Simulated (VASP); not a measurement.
Input of a VASP 6.6.1 run:

The input POSCAR:

```
AlN
1.0
    0.0000000000      2.2268278375      2.2268278375
    2.2268278375      0.0000000000      2.2268278375
    2.2268278375      2.2268278375      0.0000000000
Al N
1 1
Direct
    0.0000000000      0.0000000000      0.0000000000
    0.2500000000      0.2500000000      0.2500000000
```

File INCAR.step1:

```
PREC = Accurate ; ENCUT = 520
EDIFF = 1E-5 ; ISMEAR = -1
SIGMA = 0.05 ; LREAL = False
LASPH = True ; NELM = 80
ALGO = Normal ; ISIF = 2
LWAVE = True ; LCHARG = False
NBANDS = 11 ; GGA = PE
```

Contents of INCAR.step2:

```
PREC = Accurate ; ENCUT = 520
EDIFF = 1E-6 ; ISMEAR = -1
SIGMA = 0.05 ; LREAL = False
LASPH = True ; NELM = 80
ALGO = Normal ; ISIF = 2
LWAVE = False ; LCHARG = False
GGA = PE ; LHFCALC = True
AEXX = 1.0 ; ALDAC = 0.0
AGGAC = 0.0 ; PRECFOCK = Normal
NBANDS = 11 ; ISTART = 1
```

File KPOINTS:

```
Automatic mesh
0
Gamma
  5 5 5
```

Potentials or basis: VASP PAW PBE potentials, release 64 (Al, N).

The run is started by

```bash
$ cat potpaw_PBE.64/Al/POTCAR potpaw_PBE.64/N/POTCAR > POTCAR
$ cp INCAR.step1 INCAR
$ mpirun -np 1 vasp_std > vasp.out
$ cp INCAR.step2 INCAR
$ mpirun -np 1 vasp_std > vasp.out
```

**Question.** Predict the band gap on the k mesh.

**Answer.** 11.64 eV, direct.

**Question.** Estimate the pressure.

**Answer.** -13.1 GPa.

Caveat: the k points lie up to 0.49 Å⁻¹ apart; the PAW data sets were made with another functional, which shifts forces and pressure a little.
